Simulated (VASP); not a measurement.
# BiAs (rocksalt type) (Fm-3m) in VASP: a series of runs

BiAs (rocksalt type) is run at these levels: PBE; tasks: electric field gradients.

Program: VASP 6.6.1. These are calculated values, not measurements. Logs are shortened: lines on timing, memory, paths and dates and some standing lists are left out, and cuts for length are marked.

## 1. The cell of the first run

The structure is cubic, space group Fm-3m (No. 225). Conventional cell: a = 6.033 Å, b = 6.033 Å, c = 6.033 Å, α = 90.00°, β = 90.00°, γ = 90.00°. Within 4.0 Å of As (site symmetry m-3m) lie 6 Bi at 3.02 Å. Within 4.0 Å of Bi (site symmetry m-3m) lie 6 As at 3.02 Å.

## 2. Electric field gradients, PBE

File INCAR:

```
PREC     = Accurate       # precision mode
ENCUT    = 520            # plane-wave cutoff, eV
EDIFF    = 1E-8           # SCF threshold, eV
ISMEAR   = -1             # smearing method
SIGMA    = 0.03           # smearing width, eV
LREAL    = F              # projectors in reciprocal space
LASPH    = T              # aspherical terms in the spheres
NELM     = 60             # most SCF steps
ALGO     = Normal         # electronic algorithm
ISIF     = 2              # what is computed and relaxed
LWAVE    = F              # write WAVECAR
LCHARG   = F              # write CHGCAR
GGA      = PE             # functional
LEFG     = T            
NBANDS   = 17             # bands
```

File KPOINTS:

```
Automatic mesh
0
Gamma
  11 11 11
```

File POSCAR:

```
BiAs
1.0
    0.0000000000      3.0165143172      3.0165143172
    3.0165143172      0.0000000000      3.0165143172
    3.0165143172      3.0165143172      0.0000000000
As Bi
1 1
Direct
    0.0000000000      0.0000000000      0.0000000000
    0.5000000000      0.5000000000      0.5000000000
```

Potentials or basis: VASP PAW PBE potentials, release 64 (As, Bi_d).

Run with:

```bash
$ cat potpaw_PBE.64/As/POTCAR potpaw_PBE.64/Bi_d/POTCAR > POTCAR
$ mpirun -np 1 vasp_std > vasp.out
```

OUTCAR:

```text
PREC = Accurate
   ENCUT = 520
   EDIFF = 1E-8
   ISMEAR = -1
   LREAL = F
   LASPH = T
   NELM = 60
   ISIF = 2
   GGA = PE

 ion  position               nearest neighbor table
   1  0.000  0.000  0.000-   2 3.02   2 3.02   2 3.02   2 3.02   2 3.02   2 3.02
   2  0.500  0.500  0.500-   1 3.02   1 3.02   1 3.02   1 3.02   1 3.02   1 3.02

  LATTYP: Found a face centered cubic cell.
 ALAT       =     6.0330286344

  Lattice vectors:

 A1 = (   0.0000000000,   3.0165143172,   3.0165143172)
 A2 = (   3.0165143172,   0.0000000000,   3.0165143172)
 A3 = (   3.0165143172,   3.0165143172,   0.0000000000)

Analysis of symmetry for initial positions (statically):
=====================================================================
 Subroutine PRICEL returns:
 Original cell was already a primitive cell.

 Routine SETGRP: Setting up the symmetry group for a
 face centered cubic supercell.

 Subroutine GETGRP returns: Found 48 space group operations
 (whereof 48 operations were pure point group operations)
 out of a pool of 48 trial point group operations.

The static configuration has the point symmetry O_h .

Analysis of symmetry for dynamics (positions and initial velocities):
=====================================================================
 Subroutine PRICEL returns:
 Original cell was already a primitive cell.

 Routine SETGRP: Setting up the symmetry group for a
 face centered cubic supercell.

 Subroutine GETGRP returns: Found 48 space group operations
 (whereof 48 operations were pure point group operations)
 out of a pool of 48 trial point group operations.

The dynamic configuration has the point symmetry O_h .

 Subroutine INISYM returns: Found 48 space group operations
 (whereof 48 operations are pure point group operations),
 and found     1 'primitive' translations

----------------------------------------------------------------------------------------

                                     Primitive cell

  volume of cell :      54.8967

  direct lattice vectors                    reciprocal lattice vectors
     0.000000000  3.016514317  3.016514317    -0.165754227  0.165754227  0.165754227
     3.016514317  0.000000000  3.016514317     0.165754227 -0.165754227  0.165754227
     3.016514317  3.016514317  0.000000000     0.165754227  0.165754227 -0.165754227

  length of vectors
     4.265995458  4.265995458  4.265995458     0.287094743  0.287094743  0.287094743

  position of ions in fractional coordinates (direct lattice)
     0.000000000  0.000000000  0.000000000
     0.500000000  0.500000000  0.500000000

  ion indices of the primitive-cell ions
   primitive index   ion index
                 1           1
                 2           2

----------------------------------------------------------------------------------------

 KPOINTS: Automatic mesh

Automatic generation of k-mesh.
 Grid dimensions read from file:
 generate k-points for:   11   11   11

 Generating k-lattice:

  Cartesian coordinates                     Fractional coordinates (reciprocal lattice)
    -0.015068566  0.015068566  0.015068566     0.090909091  0.000000000  0.000000000
     0.015068566 -0.015068566  0.015068566     0.000000000  0.090909091  0.000000000
     0.015068566  0.015068566 -0.015068566     0.000000000  0.000000000  0.090909091

  Length of vectors
     0.026099522  0.026099522  0.026099522

  Shift w.r.t. Gamma in fractional coordinates (k-lattice)
     0.000000000  0.000000000  0.000000000

 Subroutine IBZKPT returns following result:
 ===========================================

 Found     56 irreducible k-points:

 Following reciprocal coordinates:
            Coordinates               Weight
  0.000000  0.000000  0.000000      1.000000
  0.090909  0.000000  0.000000      8.000000
  0.181818  0.000000  0.000000      8.000000
  0.272727  0.000000  0.000000      8.000000
  0.363636  0.000000  0.000000      8.000000
  0.454545  0.000000  0.000000      8.000000
[... 16 lines left out ...]
 -0.272727  0.181818  0.000000     24.000000
 -0.181818  0.181818  0.000000     12.000000
 [... further k-points ...]
   k-points           NKPTS =     56   k-points in BZ     NKDIM =     56   number of bands    NBANDS=     17
   number of dos      NEDOS =    301   number of ions     NIONS =      2
   total plane-waves  NPLWV =  32768
   dimension x,y,z NGX =    32 NGY =   32 NGZ =   32
   dimension x,y,z NGXF=    64 NGYF=   64 NGZF=   64
   ions per type =               1   1
   NGX,Y,Z   is equivalent  to a cutoff of  12.47, 12.47, 12.47 a.u.
   NGXF,Y,Z  is equivalent  to a cutoff of  24.94, 24.94, 24.94 a.u.
 SYSTEM =  unknown system
   PREC   = accura    normal or accurate (medium, high low for compatibility)
   ISTART =      0    job   : 0-new  1-cont  2-samecut
   ICHARG =      2    charge: 1-file 2-atom 10-const
   ISPIN  =      1    spin polarized calculation?
   LNONCOLLINEAR =      F non collinear calculations
   LSORBIT =      F    spin-orbit coupling
   LASPH  =      T    aspherical Exc in radial PAW
   ENCUT  =  520.0 eV  38.22 Ry    6.18 a.u.   7.93  7.93  7.93*2*pi/ulx,y,z
   NELM   =     60;   NELMIN=  2; NELMDL= -5     # of ELM steps
   EDIFF  = 0.1E-07   stopping-criterion for ELM
   LREAL  =      F    real-space projection
   EDIFFG = 0.1E-06   stopping-criterion for IOM
   NSW    =      0    number of steps for IOM
   IBRION =     -1    ionic relax: 0-MD 1-quasi-New 2-CG
   NFREE  =      0    steps in history (QN), initial steepest desc. (CG)
   ISIF   =      2    stress and relaxation
   ISYM   =      2    0-nonsym 1-usesym 2-fastsym
   POTIM  = 0.5000    time-step for ionic-motion
   TEBEG  =    0.0;   TEEND  =   0.0 temperature during run
   PSTRESS=    0.0 pullay stress
   NELECT =      20.0000    total number of electrons
   NUPDOWN=      -1.0000    fix difference up-down
   EMIN   =  10.00;   EMAX   =-10.00  energy-range for DOS
   EFERMI =   0.00;   METHOD = LEGACY
   ISMEAR =    -1;   SIGMA  =   0.03  broadening in eV -4-tet -1-fermi 0-gaus
   EFERMI_NEDOS =   21; number of points for ismear=-14 and -15
   IALGO  =     38    algorithm
   IMIX   =      4    mixing-type and parameters
     AMIX     =   0.40;   BMIX     =  1.00
     AMIX_MAG =   1.60;   BMIX_MAG =  1.00
  volume/ion in A,a.u.               =      27.45       185.23
  Fermi-wavevector in a.u.,A,eV,Ry     =   1.169238  2.209539 18.600750  1.367117
  Thomas-Fermi vector in A             =   2.305713
   LORBIT       =      0    0 simple, 1 ext, 2 COOP (PROOUT), +10 PAW based schemes
   GGA     = PE    functional components
   LHFCALC =     F    Hartree Fock is set to
   AEXX    =    0.0000 exact exchange contribution
   IVDW    =     0    specifies the selected vdW correction
   LEPSILON=     F    determine dielectric tensor
   LRPA    =     F    only Hartree local field effects (RPA)
 non-spin polarized calculation
  energy-cutoff  :      520.00
  volume of cell :       54.90
 maximum number of plane-waves:      1494
   NGX = 15   NGY = 15   NGZ = 15

 number of electron      19.9999999 magnetization

 Free energy of the ion-electron system (eV)
  ---------------------------------------------------
  ext. energy  EPLUGINS =         0.00000000
  ---------------------------------------------------
  free energy    TOTEN  =        -8.52492464 eV

  energy without entropy =       -8.52453892  energy(sigma->0) =       -8.52473178

 E-fermi :   6.2219     XC(G=0):  -9.9155

 val. band max:        6.1547321005   @ k =  -0.1818   0.1818   0.0000
 cond. band min:       6.2853218936   @ k =   0.4545   0.0000   0.0000
 fundamental gap:      0.1305897931
 Fermi energy:         6.2219452156

 k-point     1 :       0.0000    0.0000    0.0000
  band No.  band energies     occupation
      1     -16.8900      2.00000
      2     -16.8900      2.00000
      3     -16.8900      2.00000
      4     -16.8884      2.00000
      5     -16.8884      2.00000
      6      -7.4541      2.00000
[... 9 lines left out ...]
     16      11.9544      0.00000
     17      13.6966      0.00000

 k-point     2 :       0.0909    0.0000    0.0000
  band No.  band energies     occupation
      1     -16.8898      2.00000
      2     -16.8898      2.00000
      3     -16.8897      2.00000
      4     -16.8881      2.00000
      5     -16.8881      2.00000
      6      -7.3632      2.00000
[... 9 lines left out ...]
     16      12.1356      0.00000
     17      14.4400      0.00000

 k-point     3 :       0.1818    0.0000    0.0000
  band No.  band energies     occupation
      1     -16.8916      2.00000
      2     -16.8916      2.00000
      3     -16.8889      2.00000
      4     -16.8846      2.00000
      5     -16.8846      2.00000
      6      -7.0921      2.00000
[... 9 lines left out ...]
     16      12.6458      0.00000
     17      15.8493      0.00000

 k-point     4 :       0.2727    0.0000    0.0000
  band No.  band energies     occupation
      1     -16.8943      2.00000
      2     -16.8943      2.00000
      3     -16.8879      2.00000
      4     -16.8799      2.00000
      5     -16.8799      2.00000
      6      -6.6459      2.00000
[... 9 lines left out ...]
     16      13.4488      0.00000
     17      17.3242      0.00000
[... 343 lines left out ...]
      1     -16.8998      2.00000
      2     -16.8940      2.00000
      3     -16.8835      2.00000
      4     -16.8758      2.00000
      5     -16.8747      2.00000
      6      -5.2983      2.00000
[... 9 lines left out ...]
     16      14.5462      0.00000
     17      17.4116      0.00000

 k-point    23 :      -0.2727    0.1818    0.0000
  band No.  band energies     occupation
      1     -16.8969      2.00000
      2     -16.8940      2.00000
      3     -16.8851      2.00000
      4     -16.8789      2.00000
      5     -16.8758      2.00000
      6      -5.9664      2.00000
[... 9 lines left out ...]
     16      15.8148      0.00000
     17      16.3878      0.00000

 k-point    24 :      -0.1818    0.1818    0.0000
  band No.  band energies     occupation
      1     -16.8939      2.00000
      2     -16.8934      2.00000
      3     -16.8873      2.00000
      4     -16.8829      2.00000
      5     -16.8773      2.00000
      6      -6.5051      2.00000
[... 9 lines left out ...]
     16      15.0640      0.00000
     17      15.3357      0.00000

 [... further k-points ...]
[... 5 lines left out ...]
  --------------------------------------------------------------------------------------
  -------------------------------------------------------------------------------------
  Total        0.0065585      0.0065585      0.0065585     -0.0000000     -0.0000000     -0.0000000
  in kB        0.1914105      0.1914105      0.1914105     -0.0000000     -0.0000000     -0.0000000
  external PRESSURE =       0.1914105 kB  Pullay stress =       0.0000000 kB

 VOLUME and BASIS-vectors are now :
 -----------------------------------------------------------------------------
  energy-cutoff  :      520.00
  volume of cell :       54.90
      direct lattice vectors                 reciprocal lattice vectors
     0.000000000  3.016514317  3.016514317    -0.165754227  0.165754227  0.165754227
     3.016514317  0.000000000  3.016514317     0.165754227 -0.165754227  0.165754227
     3.016514317  3.016514317  0.000000000     0.165754227  0.165754227 -0.165754227

 POSITION                                       TOTAL-FORCE (eV/Angst)
 -----------------------------------------------------------------------------------
      0.00000      0.00000      0.00000         0.000000      0.000000     -0.000000
      3.01651      3.01651      3.01651        -0.000000     -0.000000      0.000000
 -----------------------------------------------------------------------------------
    total drift:                               -0.000000     -0.000000      0.000000

  FREE ENERGIE OF THE ION-ELECTRON SYSTEM (eV)
  ---------------------------------------------------
  free  energy   TOTEN  =        -8.5249246395 eV

  energy  without entropy=       -8.5245389179  energy(sigma->0) =       -8.52473178

 Electric field gradients (V/A^2)
---------------------------------------------------------------------
 ion       V_xx      V_yy      V_zz      V_xy      V_xz      V_yz
---------------------------------------------------------------------
   1      -0.000    -0.000    -0.000     0.000     0.000     0.000
   2      -0.000    -0.000     0.000     0.001     0.001     0.001
---------------------------------------------------------------------

 Electric field gradients after diagonalization (V/A^2)
 (convention: |V_zz| > |V_xx| > |V_yy|)
----------------------------------------------------------------------
 ion       V_xx      V_yy      V_zz     asymmetry (V_yy - V_xx)/ V_zz
----------------------------------------------------------------------
   1      -0.000    -0.000     0.000       0.000
   2      -0.001    -0.001     0.002       0.000
----------------------------------------------------------------------

           NMR quadrupolar parameters

 Cq : quadrupolar parameter    Cq=e*Q*V_zz/h
 eta: asymmetry parameters     (V_yy - V_xx)/ V_zz
 Q  : nuclear electric quadrupole moment in mb (millibarn)
----------------------------------------------------------------------
 ion       Cq(MHz)       eta       Q (mb)
----------------------------------------------------------------------
   1       0.000       0.000       1.000
   2       0.000       0.000       1.000
----------------------------------------------------------------------
```

Wall time 64 s (1 thread of Intel Xeon 8259CL, shared host); peak memory 0.21 GiB.

Results:

```yaml
Free_energy: -8.5249 eV
Pressure: 0.0 GPa
Band_gap_on_the_k_mesh: 0.13 eV (least direct gap 0.39 eV)
Largest_electric_field_gradient_by_atom: zero within the noise of the run
```

Caveat: spin-orbit coupling is left out, which moves the levels of the heavy elements; an odd mesh through Γ misses points on the zone boundary, where band edges can lie.

(Part 1 of 2 ends here.)
